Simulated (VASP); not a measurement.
Crystal: KZn5Pd.

```
CELL_PARAMETERS angstrom
4.07371 0.00000 0.00000
0.00000 4.07371 0.00000
0.00000 0.00000 7.15487
ATOMIC_POSITIONS crystal
K 0.50000 0.50000 0.00000
Zn 0.50000 0.00000 0.72620
Zn 0.00000 0.50000 0.72620
Zn 0.50000 0.00000 0.27380
Zn 0.00000 0.50000 0.27380
Zn 0.00000 0.00000 0.00000
Pd 0.00000 0.00000 0.50000
```

- Program: VASP 6.6.1
- Task: relaxation of cell and atoms
- Functional: PBE
- Potentials or basis: VASP PAW PBE potentials, release 64 (K_sv, Zn, Pd)
- Cutoff: 600 eV
- k mesh: 4 × 4 × 4
- Occupations: gaussian, width 0.1 eV
- Spin: no spin polarisation

At the start: pressure 12.3 GPa; volume 16.96 Å³/atom.

Task: How do energy, volume and symmetry change on relaxing?

Result: Over 16 steps the energy falls by 236.2 meV/atom and the volume is 22.00 Å³/atom (+29.7 %); space group P4/mmm (No. 123, to 0.1 Å) before and after.

Step by step:
| step | energy change (eV) | largest force (eV/Å) | pressure (GPa) | volume (Å³) |
| --- | --- | --- | --- | --- |
| 1 | 0.0000 | 1.0182 | 12.29 | 118.74 |
| 2 | -1.0156 | 0.8891 | 0.45 | 142.52 |
| 3 | -1.0472 | 0.8621 | -1.32 | 149.70 |
| 4 | -1.0476 | 0.8657 | -1.10 | 148.65 |
| 5 | -1.2254 | 0.7767 | -0.95 | 148.11 |
| 6 | -1.5758 | 0.2907 | 0.32 | 146.41 |
| 7 | -1.5898 | 0.0955 | 1.42 | 145.56 |
| 8 | -1.5997 | 0.0836 | 0.91 | 145.91 |
| 9 | -1.5997 | 0.0550 | 0.99 | 145.85 |
| 10 | -1.6247 | 0.0455 | -0.04 | 150.76 |
| 11 | -1.6266 | 0.0414 | -0.37 | 152.76 |
| 12 | -1.6446 | 0.0106 | -0.05 | 152.95 |
| 13 | -1.6523 | 0.0304 | 0.26 | 153.09 |
| 14 | -1.6523 | 0.0278 | 0.23 | 153.09 |
| 15 | -1.6523 | 0.0230 | -0.19 | 154.88 |
| 16 | -1.6531 | 0.0018 | 0.02 | 154.00 |

Final structure:
```
K Zn Pd
1.0
     4.47868    0.00000    0.00000
     0.00000    4.47868    0.00000
     0.00000    0.00000    7.67728
K Zn Pd
1 5 1
Cartesian
  2.2393 2.2393 0.0000
  2.2393 0.0000 5.1951
  0.0000 2.2393 5.1951
  2.2393 0.0000 2.4821
  0.0000 2.2393 2.4821
  0.0000 0.0000 0.0000
  0.0000 0.0000 3.8386
```

Caveat: the k points lie up to 0.35 Å⁻¹ apart in the final cell, too coarse for converged energies and pressures of a metal; the volume moved by over 15 % at a fixed basis, so the end points are rough.
